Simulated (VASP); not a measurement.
Runs of VASP 6.6.1 on AlSn4. The structure is that of space group Pm-3m (No. 221), or close to it. The cells are those of the table. The cell was generated, and may not be a known phase.

| task | cell | k mesh | cutoff (eV) | gap on the mesh (eV) | pressure (GPa) | relaxed volume (Å³/atom) |
| --- | --- | --- | --- | --- | --- | --- |
| single point | a = 4.849 Å, 5 atoms | 4 × 4 × 4 | 520 | none | 21.1 | - |
| relaxation of cell and atoms | relaxed from a = 5.329 Å, 5 atoms | 8 × 8 × 8 | 600 | none | 0.0 | 30.17 |
| single point | a = 5.329 Å, 5 atoms | 4 × 4 × 4 | 520 | none | 0.0 | - |
| relaxation of cell and atoms | relaxed from a = 4.849 Å, 5 atoms | 4 × 4 × 4 | 600 | none | 0.2 | 30.10 |
| single point | a = 5.326 Å, 5 atoms | 8 × 8 × 8 | 520 | none | (a) | - |

Alike in all rows: level PBE; potentials or basis VASP PAW PBE potentials, release 64 (Al, Sn_d); no spin polarisation; smearing gaussian 0.1 eV.

**Question.** Fill in the values left out.

**Answer.** (a) -0.1.

Caveats: spin-orbit coupling is left out, which moves the levels of the heavy elements; the cell stands under pressure (at least some runs); the volume moved by over 15 % at a fixed basis, so the end points are rough (at least some runs).

A k mesh can miss the band edges, and the runs leave out spin-orbit coupling on Sn.

A gap of «none» marks levels without a gap at the run's occupations.
